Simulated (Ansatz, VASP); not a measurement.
One calculation of Al2Cu, two programs

```
CELL_PARAMETERS angstrom
-2.02463 2.02463 2.86301
2.02463 -2.02463 2.86301
2.02463 2.02463 -2.86301
ATOMIC_POSITIONS crystal
Al 0.75491 0.25966 0.52166
Al 0.25491 0.75966 0.52166
Cu 0.49018 0.48067 0.95667
```

Change from the starting cell: all Al atoms moved 0.2 Å in one direction.

Alike in both runs: task single point; functional PBEsol; k mesh 12 × 12 × 12; occupations gaussian, width 0.15 eV; no spin polarisation.

|  | VASP | Ansatz |
| --- | --- | --- |
| version | VASP 6.6.1 | Ansatz 0.2.0 |
| potentials or method | VASP PAW PBE potentials, release 64 (Al, Cu), cutoff 520 eV | scalar-relativistic, plane waves, PAW |
| valence electrons in the cell | 17 | 25 |

Ansatz gave:

```
gap on the k mesh at the Fermi level (eV)                     : none
pressure (GPa)                                                : 1.5
traceless stress, the component that is largest in VASP (GPa) : -0.79
rms of the force components (eV/Å)                            : 0.640
```

**Question.** What did VASP give for the same quantities?

**Answer.** gap on the k mesh at the Fermi level (eV): none; pressure (GPa): 1.8; traceless stress, the component that is largest in VASP (GPa): -0.79; rms of the force components (eV/Å): 0.640.

VASP's potentials were made for PBE, not for PBEsol. Atom by atom the forces differ by 0.000 eV/Å (rms over components). A gap of «none» marks a metal or a gap that the smearing closes. VASP's potentials hold 17 valence electrons a cell and Ansatz's 25, so a difference there can come from the potentials and not from the codes.
